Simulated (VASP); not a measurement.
Write the native input for VASP 6.6.1 that does the following.

```yaml
Task: single point
Functional: LDA
Potentials_or_basis: VASP PAW LDA potentials, release 64 (Ru_pv, Te)
Cutoff: 500 eV
k_mesh: 5 × 5 × 5
Occupations: gaussian, width 0.05 eV
Spin: collinear spin, ferromagnetic start
Starting_moments: "[1.0, 0.0] μB"
Fixed_moment: 1 μB
Hubbard_terms: Ru d U = 6.0 eV
Dipole_correction: no
Further_INCAR_settings: ALGO = Normal; EDIFF = 1e-06; NBANDS = 21
```

The structure of TeRu lies in POSCAR:

```
TeRu
1.0
    0.0000000000      3.1139297200      3.1139297200
    3.1139297200      0.0000000000      3.1139297200
    3.1139297200      3.1139297200      0.0000000000
Ru Te
1 1
Direct
    0.0000000000      0.0000000000      0.0000000000
    0.2500000000      0.2500000000      0.2500000000
```

These files were run (other wordings do the same):

INCAR

```
PREC = Accurate ; ENCUT = 500
EDIFF = 1E-6 ; ISMEAR = 0
SIGMA = 0.05 ; LREAL = False
LASPH = True ; NELM = 200
ALGO = Normal ; ISIF = 2
LWAVE = False ; LCHARG = False
ISPIN = 2 ; MAGMOM = 1 0
LORBIT = 11 ; NUPDOWN = 1.0
LMAXMIX = 4 ; LDAU = True
LDAUTYPE = 2 ; LDAUL = 2 -1
LDAUU = 6 0 ; LDAUJ = 0 0
LDAUPRINT = 1 ; NBANDS = 21
GGA_COMPAT = False
```

KPOINTS

```
regular mesh
0
Gamma
  5 5 5
```

Potentials or basis: VASP PAW LDA potentials, release 64 (Ru_pv, Te).

The run is started by

```bash
$ cat potpaw_LDA.64/Ru_pv/POTCAR potpaw_LDA.64/Te/POTCAR > POTCAR
$ mpirun -np 1 vasp_std > vasp.out
```

Results of the run:

```
Pressure                                              : -9.8 GPa
Net moment                                            : 1.00 μB per cell
Site moments                                          : Ru +1.38; Te -0.27 μB
Valence electrons inside the program's atomic spheres : Ru 12.53; Te 3.37
```

Caveat: the cell stands under tension; the total moment is fixed, so each spin has its own Fermi level and the state may be an excited one; the U is typed as a test and isn't derived for this compound.

It took 20 s on 1 thread of Intel(R) Xeon(R) Platinum 8375C CPU @ 2.90GHz (Ice Lake), with other jobs on the host, peak memory 0.17 GiB.
